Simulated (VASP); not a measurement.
Set up this calculation in VASP 6.6.1, as the native input.

* Task: single point
* Functional: BLYP
* Potentials or basis: VASP PAW PBE potentials, release 64 (Zn, O)
* Cutoff: 520 eV
* k mesh: 6 × 6 × 4
* Occupations: gaussian, width 0.01 eV
* Spin: no spin polarisation
* Dipole correction: no
* Further INCAR settings: ALGO = Normal; EDIFF = 1e-06; NBANDS = 26

The structure of ZnO (zincite) lies in POSCAR:

```
ZnO
1.0
    3.2493080000      0.0000000000      0.0000000000
   -1.6246540000      2.8139832727      0.0000000000
    0.0000000000      0.0000000000      5.2057090000
Zn O
2 2
Direct
    0.3333330000      0.6666670000      0.5000000000
    0.6666670000      0.3333330000      0.0000000000
    0.6666670000      0.3333330000      0.3790100000
    0.3333330000      0.6666670000      0.8790100000
```

One way to write it, as run:

INCAR

```
SYSTEM = ZnO
AGGAC    = 1.0          
AGGAX    = 1.0          
ALDAC    = 0.0          
ALDAX    = 1.0          
ALGO     = Normal         ! electronic algorithm
EDIFF    = 1E-6           ! SCF threshold, eV
ENCUT    = 520            ! plane-wave cutoff, eV
GGA      = B5             ! functional
ISIF     = 2              ! what is computed and relaxed
ISMEAR   = 0              ! smearing method
LASPH    = .True.         ! aspherical terms in the spheres
LCHARG   = .False.        ! write CHGCAR
LREAL    = .False.        ! projectors in reciprocal space
LWAVE    = .False.        ! write WAVECAR
NBANDS   = 26             ! bands
NELM     = 60             ! most SCF steps
PREC     = Accurate       ! precision mode
SIGMA    = 0.01           ! smearing width, eV
```

KPOINTS

```
k-points
0
Gamma
  6 6 4
  0 0 0
```

Potentials or basis: VASP PAW PBE potentials, release 64 (Zn, O).

Command:

```console
$ cat potpaw_PBE.64/Zn/POTCAR potpaw_PBE.64/O/POTCAR > POTCAR
$ mpirun -np 1 vasp_std > vasp.out
```

Results of the run:

The pressure is 10.4 GPa. The largest force is 0.073 eV/Å and the band gap on the k mesh is 0.96 eV, direct.

Caveat: the PAW data sets were made with another functional, which shifts forces and pressure a little.

Run time: 82 s on 1 thread of AMD EPYC 7R13 (shared host), peak memory 0.14 GiB.
